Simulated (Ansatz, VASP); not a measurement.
CuO: VASP beside Ansatz

```
Cu O
1.0
     2.34465   -1.71340    0.00000
     2.34465    1.71340    0.00000
    -0.86055    0.00000    5.05944
Cu O
2 2
Direct
  0.00320 0.49680 0.00000
  0.49680 0.00320 0.50000
  0.57140 0.40560 0.25370
  0.40560 0.57140 0.75370
```

Alike in both runs: task single point; functional PBE; k mesh 7 × 7 × 4; occupations gaussian, width 0.05 eV; collinear spin; Hubbard terms Cu d U = 1.0 eV.

|  | VASP | Ansatz |
| --- | --- | --- |
| version | VASP 6.6.1 | Ansatz 0.2.0 |
| potentials or method | VASP PAW PBE potentials, release 64 (Cu, O), cutoff 520 eV | scalar-relativistic, plane waves, PAW |
| valence electrons in the cell | 34 | 50 |

|  | VASP | Ansatz | Ansatz less VASP |
| --- | --- | --- | --- |
| gap on the k mesh at the Fermi level (eV) | none | none | - |
| pressure (GPa) | 5.6 | 6.1 | +0.46 |
| traceless stress, the component that is largest in VASP (GPa) | -1.69 | -1.81 | -0.124 |
| rms of the force components (eV/Å) | 0.437 | 0.439 | +0.0028 |
| net moment per atom (μB) | 0.04 | 0.04 | -0.002 |
| size of the moment on the site where the two differ most (μB) | 0.05 | 0.05 | -0.003 |

Site moments also hang on the region over which each program counts them. The programs project onto different local orbitals, so the same U acts differently, and such runs can settle in different states. Atom by atom the forces differ by 0.012 eV/Å (rms over components). A gap of «none» marks a metal or a gap that the smearing closes. VASP's potentials hold 34 valence electrons a cell and Ansatz's 50, so a difference there can come from the potentials and not from the codes. Ansatz's warnings: filled band counts differ across k points, seeded moment not kept, specified occupation not kept.
